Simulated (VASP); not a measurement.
# NaC4 (Pmmm) in VASP: notebook, part 2 of 2

VASP 6.6.1. The steps go on from the part before.

### Step 4. Single point, PBE

This run uses another cell than the first one: it holds 10 atoms, not 5.

INCAR reads:

```
SYSTEM = NaC4
  PREC = Accurate
  ENCUT = 520
  EDIFF = 1E-6
  ISMEAR = 0
  SIGMA = 0.2
  LREAL = .FALSE.
  LASPH = .TRUE.
  NELM = 100
  ALGO = Normal
  ISIF = 2
  LWAVE = .FALSE.
  LCHARG = .FALSE.
  GGA = PE
  NBANDS = 34
```

KPOINTS reads:

```
Automatic mesh
0
G
  6 4 4
  0 0 0
```

POSCAR reads:

```
NaC4
1.0
    0.0000000000      4.3171158532      0.0000000000
    0.0000000000      0.0000000000      4.8387569721
    5.0566856717      0.0000000000      0.0000000000
Na C
2 8
Direct
    0.0000000000      0.5000000000      0.5000000000
    0.0000000000      0.5000000000      0.0000000000
    0.6664480841      0.0000000000      0.0000000000
    0.6664480841      0.0000000000      0.5000000000
    0.1686378385      0.0000000000      0.2500000000
    0.1686378385      0.0000000000      0.7500000000
    0.8313621615      0.0000000000      0.2500000000
    0.8313621615      0.0000000000      0.7500000000
    0.3335519159      0.0000000000      0.0000000000
    0.3335519159      0.0000000000      0.5000000000
```

Potentials or basis: VASP PAW PBE potentials, release 64 (Na_pv, C).

Launch:

```sh
cat potpaw_PBE.64/Na_pv/POTCAR potpaw_PBE.64/C/POTCAR > POTCAR
mpirun -np 1 vasp_std > vasp.out
```

OUTCAR:

```text
SYSTEM = NaC4
   PREC = Accurate
   ENCUT = 520
   EDIFF = 1E-6
   ISMEAR = 0
   LREAL = .FALSE.
   LASPH = .TRUE.
   NELM = 100
   ISIF = 2
   GGA = PE

 ion  position               nearest neighbor table
   1  0.000  0.500  0.500-   2 2.53   2 2.53
   2  0.000  0.500  0.000-   1 2.53   1 2.53
   3  0.666  0.000  0.000-   9 1.44   8 1.45   7 1.45
   4  0.666  0.000  0.500-  10 1.44   8 1.45   7 1.45
   5  0.169  0.000  0.250-   9 1.45  10 1.45   7 1.46
   6  0.169  0.000  0.750-   9 1.45  10 1.45   8 1.46
   7  0.831  0.000  0.250-   3 1.45   4 1.45   5 1.46
   8  0.831  0.000  0.750-   3 1.45   4 1.45   6 1.46
   9  0.334  0.000  0.000-   3 1.44   5 1.45   6 1.45
  10  0.334  0.000  0.500-   4 1.44   5 1.45   6 1.45
[... 8 lines left out ...]
 A1 = (   0.0000000000,   4.3171158532,   0.0000000000)
 A2 = (   0.0000000000,   0.0000000000,   4.8387569721)
 A3 = (   5.0566856717,   0.0000000000,   0.0000000000)

Analysis of symmetry for initial positions (statically):
=====================================================================
 Subroutine PRICEL returns following result:

  LATTYP: Found a simple orthorhombic cell.
 ALAT       =     2.5283428359
 B/A-ratio  =     1.7074883168
 C/A-ratio  =     1.9138057163

  Lattice vectors:

 A1 = (   2.5283428359,   0.0000000000,   0.0000000000)
 A2 = (   0.0000000000,   4.3171158532,   0.0000000000)
 A3 = (   0.0000000000,   0.0000000000,   4.8387569721)

   2 primitive cells build up your supercell.

 Routine SETGRP: Setting up the symmetry group for a
 simple orthorhombic supercell.

 Subroutine GETGRP returns: Found  8 space group operations
 (whereof  8 operations were pure point group operations)
 out of a pool of  8 trial point group operations.

The static configuration has the point symmetry D_2h.

Analysis of symmetry for dynamics (positions and initial velocities):
=====================================================================
 Subroutine PRICEL returns following result:

[... 148 lines left out ...]
  Fermi-wavevector in a.u.,A,eV,Ry     =   1.240880  2.344922 20.950006  1.539782
  Thomas-Fermi vector in A             =   2.375301
   LORBIT       =      0    0 simple, 1 ext, 2 COOP (PROOUT), +10 PAW based schemes
   GGA     = PE    functional components
   LHFCALC =     F    Hartree Fock is set to
   AEXX    =    0.0000 exact exchange contribution
   IVDW    =     0    specifies the selected vdW correction
   LEPSILON=     F    determine dielectric tensor
   LRPA    =     F    only Hartree local field effects (RPA)
 non-spin polarized calculation
 Gauss-broadening in eV      SIGMA  =   0.20
  energy-cutoff  :      520.00
  volume of cell :      105.63
 maximum number of plane-waves:      2862
   NGX = 17   NGY = 17   NGZ = 19

 number of electron      45.9999978 magnetization

 Free energy of the ion-electron system (eV)
  ---------------------------------------------------
  ext. energy  EPLUGINS =         0.00000000
  ---------------------------------------------------
  free energy    TOTEN  =       -74.85102184 eV

  energy without entropy =      -74.79048736  energy(sigma->0) =      -74.82075460

 E-fermi :   5.6304     XC(G=0):  -9.7555

 val. band max:        5.5848497490   @ k =   0.3333   0.2500   0.0000
 cond. band min:       5.6557705826   @ k =   0.1667   0.2500   0.2500
 fundamental gap:      0.0709208336
 Fermi energy:         5.6303996537

 k-point     1 :       0.0000    0.0000    0.0000
  band No.  band energies     occupation
      1     -21.1180      2.00000
      2     -20.7021      2.00000
      3     -20.7019      2.00000
      4     -20.6248      2.00000
      5     -20.6171      2.00000
      6     -20.5561      2.00000
[... 877 lines left out ...]
     33      11.7909      0.00000
     34      12.2177      0.00000

 [... further k-points ...]
[... 5 lines left out ...]
  --------------------------------------------------------------------------------------
  -------------------------------------------------------------------------------------
  Total        0.2873894     -0.4564467      0.5326500      0.0000000      0.0000000      0.0000000
  in kB        4.3590097     -6.9232047      8.0790264      0.0000000      0.0000000      0.0000000
  external PRESSURE =       1.8382771 kB  Pullay stress =       0.0000000 kB

 VOLUME and BASIS-vectors are now :
 -----------------------------------------------------------------------------
  energy-cutoff  :      520.00
  volume of cell :      105.63
      direct lattice vectors                 reciprocal lattice vectors
     0.000000000  4.317115853  0.000000000     0.000000000  0.231636128  0.000000000
     0.000000000  0.000000000  4.838756972     0.000000000  0.000000000  0.206664647
     5.056685672  0.000000000  0.000000000     0.197757991  0.000000000  0.000000000

 POSITION                                       TOTAL-FORCE (eV/Angst)
 -----------------------------------------------------------------------------------
      2.52834      0.00000      2.41938         0.000000      0.000000     -0.000000
      0.00000      0.00000      2.41938         0.000000      0.000000     -0.000000
      0.00000      2.87713      0.00000        -0.000000     -0.176414      0.000000
      2.52834      2.87713      0.00000         0.000000     -0.176414      0.000000
      1.26417      0.72803      0.00000         0.000000     -0.173528      0.000000
      3.79251      0.72803      0.00000         0.000000     -0.173528      0.000000
      1.26417      3.58909      0.00000        -0.000000      0.173528      0.000000
      3.79251      3.58909      0.00000        -0.000000      0.173528      0.000000
      0.00000      1.43998      0.00000        -0.000000      0.176414      0.000000
      2.52834      1.43998      0.00000         0.000000      0.176414      0.000000
 -----------------------------------------------------------------------------------
    total drift:                                0.000000      0.000000      0.000000

  FREE ENERGIE OF THE ION-ELECTRON SYSTEM (eV)
  ---------------------------------------------------
  free  energy   TOTEN  =       -74.8510218412 eV

  energy  without entropy=      -74.7904873566  energy(sigma->0) =      -74.82075460
```

It took 1.8 min on 1 thread of Intel Xeon Platinum 8488C (Sapphire Rapids), shared host; peak memory 0.24 GiB.

What came out:

| Quantity | Value |
| --- | --- |
| Free energy | -74.8510 eV |
| Pressure | 0.2 GPa |
| Largest force | 0.176 eV/Å |
| Band gap on the k mesh | zero (band 23 reaches 8.59 eV, above the bottom of band 24 at 4.57 eV) |

Forces in eV/Å, atoms in the order of the input:
```
Na   0.000  0.000  0.000
Na   0.000  0.000  0.000
C    0.000 -0.176  0.000
C    0.000 -0.176  0.000
C    0.000 -0.174  0.000
C    0.000 -0.174  0.000
C    0.000  0.174  0.000
C    0.000  0.174  0.000
C    0.000  0.176  0.000
C    0.000  0.176  0.000
```

Levels at points of the mesh, in eV from the Fermi level:
| k point | band 21 | band 22 | band 23 | band 24 | band 25 | band 26 |
| --- | --- | --- | --- | --- | --- | --- |
| (0.00, 0.00, 0.00) | -4.14 | -3.91 | -1.52 | 0.03 | 1.00 | 1.10 |
| (0.50, 0.00, 0.00) | -4.25 | -3.79 | -0.09 | -0.07 | 0.45 | 0.47 |
| (0.00, 0.50, 0.00) | -4.14 | -4.04 | -0.40 | 0.76 | 0.90 | 1.02 |
| (0.50, 0.50, 0.00) | -4.36 | -3.95 | -0.56 | -0.48 | 2.59 | 2.93 |
| (0.00, 0.00, 0.50) | -2.63 | -2.63 | -0.78 | -0.78 | -0.06 | -0.06 |
| (0.50, 0.00, 0.50) | -6.02 | -6.02 | 1.76 | 1.76 | 1.90 | 1.90 |
| (0.00, 0.50, 0.50) | -2.78 | -2.78 | -0.97 | -0.97 | 2.27 | 2.27 |
| (0.50, 0.50, 0.50) | -6.29 | -6.29 | 2.96 | 2.96 | 3.14 | 3.14 |

### Step 5. The runs side by side

```tsv
task	cell	k mesh	cutoff (eV)	smearing	gap on the mesh (eV)	pressure (GPa)	largest force (eV/Å)
single point	a = 2.533, b = 4.687, c = 4.324 Å, 5 atoms	8 × 6 × 4	520	gaussian 0.1 eV	none	0.3	0.02
relaxation of cell and atoms	relaxed from a = 2.456, b = 3.333, c = 4.254 Å, 5 atoms	8 × 6 × 4	600	gaussian 0.1 eV	none	0.1	0.02
single point	a = 4.317, b = 4.839, c = 5.057 Å, 10 atoms	6 × 4 × 4	520	gaussian 0.2 eV	none	0.2	0.18
```

Alike in all rows: level PBE; potentials or basis VASP PAW PBE potentials, release 64 (Na_pv, C); no spin polarisation.

Caveats: some runs use coarse meshes.

Absolute energies hang on the potentials; compare differences alone.
